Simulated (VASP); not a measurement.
Write the native input for VASP 6.6.1 that does the following.

* Task: single point
* Functional: r2SCAN
* Potentials or basis: VASP PAW PBE potentials, release 64 (Si, O)
* Cutoff: 520 eV
* k mesh: 6 × 6 × 6
* Occupations: gaussian, width 0.05 eV
* Spin: no spin polarisation
* Dipole correction: no
* Further INCAR settings: ALGO = Normal; EDIFF = 1e-06; NBANDS = 25

The system is SiO2.

```
CELL_PARAMETERS angstrom
-2.53508 2.53508 3.83918
2.53508 -2.53508 3.83918
2.53508 2.53508 -3.83918
ATOMIC_POSITIONS crystal
Si 0.00000 0.00000 0.00000
Si 0.75000 0.25000 0.50000
O 0.97317 0.62500 0.84817
O 0.37500 0.22317 0.34817
O 0.77683 0.12500 0.15183
O 0.87500 0.02683 0.65183
```

This cell differs from its parent crystal: strain +0.025 along x and y, +0.050 along z.

These files were run (other wordings do the same):

POSCAR

```
SiO2
1.0
   -2.5350757610      2.5350757610      3.8391750711
    2.5350757610     -2.5350757610      3.8391750711
    2.5350757610      2.5350757610     -3.8391750711
Si O
2 4
Direct
    0.0000000000      0.0000000000      0.0000000000
    0.7500000000      0.2500000000      0.5000000000
    0.9731664718      0.6250000000      0.8481664718
    0.3750000000      0.2231664718      0.3481664718
    0.7768335282      0.1250000000      0.1518335282
    0.8750000000      0.0268335282      0.6518335282
```

INCAR.step1

```
SYSTEM = SiO2
ALGO = Normal
EDIFF = 1E-4
ENCUT = 520
GGA = PE
ISMEAR = 0
LASPH = .TRUE.
LCHARG = .FALSE.
LREAL = .FALSE.
LWAVE = .TRUE.
NBANDS = 25
NELM = 100
PREC = Accurate
SIGMA = 0.05
```

INCAR.step2

```
SYSTEM = SiO2
ALGO = Normal
EDIFF = 1E-6
ENCUT = 520
ISIF = 2
ISMEAR = 0
ISTART = 1
LASPH = .TRUE.
LCHARG = .FALSE.
LMIXTAU = .TRUE.
LREAL = .FALSE.
LWAVE = .FALSE.
METAGGA = R2SCAN
NBANDS = 25
NELM = 100
PREC = Accurate
SIGMA = 0.05
```

KPOINTS

```
k-points
0
G
  6 6 6
  0 0 0
```

Potentials or basis: VASP PAW PBE potentials, release 64 (Si, O).

Command:

```console
$ cat potpaw_PBE.64/Si/POTCAR potpaw_PBE.64/O/POTCAR > POTCAR
$ cp INCAR.step1 INCAR
$ mpirun -np 1 vasp_std > vasp.out
$ cp INCAR.step2 INCAR
$ mpirun -np 1 vasp_std > vasp.out
```

It gave:

- Pressure: -13.5 GPa
- Largest force: 0.937 eV/Å
- Band gap on the k mesh: 5.93 eV, direct

Caveat: the cell differs from its parent crystal (strain +0.025 along x and y, +0.050 along z); the PAW data sets were made with another functional, which shifts forces and pressure a little.

Run time: 120 s on 1 thread of Intel(R) Xeon(R) 6975P-C (Granite Rapids), on a shared host, peak memory 0.26 GiB.
